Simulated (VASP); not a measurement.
**TlGaPtC6N6: single point with PBE**

Crystal: TlGaPtC6N6.

```
CELL_PARAMETERS angstrom
0.00000 5.07200 5.07200
5.07200 0.00000 5.07200
5.07200 5.07200 0.00000
ATOMIC_POSITIONS crystal
Tl 0.75000 0.75000 0.75000
Ga 0.50000 0.50000 0.50000
Pt 0.00000 0.00000 0.00000
C 0.81102 0.18898 0.18898
C 0.18898 0.18898 0.81102
C 0.81102 0.18898 0.81102
C 0.18898 0.81102 0.81102
C 0.81102 0.81102 0.18898
C 0.18898 0.81102 0.18898
N 0.69568 0.30432 0.30432
N 0.30432 0.30432 0.69568
N 0.69568 0.30432 0.69568
N 0.30432 0.69568 0.69568
N 0.69568 0.69568 0.30432
N 0.30432 0.69568 0.30432
```

```
Program                : VASP 6.6.1
Task                   : single point
Functional             : PBE
Potentials or basis    : VASP PAW PBE potentials, release 64 (Tl_d, Ga_d, Pt, C, N)
Cutoff                 : 520 eV
k mesh                 : 4 × 4 × 4
Occupations            : gaussian, width 0.1 eV
Spin                   : no spin polarisation
Dipole correction      : no
Further INCAR settings : LREAL = Auto; ALGO = Normal; EDIFF = 1e-06; NBANDS = 58
```

```yaml
Pressure: 9.4 GPa
Largest_force: 1.964 eV/Å
Band_gap_on_the_k_mesh: zero (bands 45 and 46 overlap by 0.25 eV)
```

Forces in eV/Å, atoms in the order of the input:
```
Tl   0.000  0.000  0.000
Ga   0.000  0.000  0.000
Pt   0.000  0.000  0.000
C    1.964  0.000  0.000
C    0.000  0.000  1.964
C    0.000 -1.964  0.000
C   -1.964  0.000  0.000
C    0.000  0.000 -1.964
C    0.000  1.964  0.000
N    0.168  0.000  0.000
N    0.000  0.000  0.168
N    0.000 -0.168  0.000
N   -0.168  0.000  0.000
N    0.000  0.000 -0.168
N    0.000  0.168  0.000
```

Levels at points of the mesh, in eV from the Fermi level:
| k point | band 43 | band 44 | band 45 | band 46 | band 47 | band 48 |
| --- | --- | --- | --- | --- | --- | --- |
| (0.00, 0.00, 0.00) | -6.44 | -6.44 | 0.21 | 0.21 | 0.21 | 0.43 |
| (0.50, 0.00, 0.00) | -6.36 | -6.01 | -0.40 | 0.14 | 0.14 | 0.29 |
| (0.50, 0.50, 0.00) | -6.00 | -6.00 | -0.18 | 0.15 | 0.28 | 0.28 |

It took 2.8 min on 1 thread of Intel(R) Xeon(R) 6975P-C (Granite Rapids), on a shared host, peak memory 0.43 GiB.

Caveat: the cell stands under pressure; spin-orbit coupling is left out, which moves the levels of the heavy elements; forces of over 1 eV/Å act on the atoms, so gaps and moduli don't describe the material at rest.
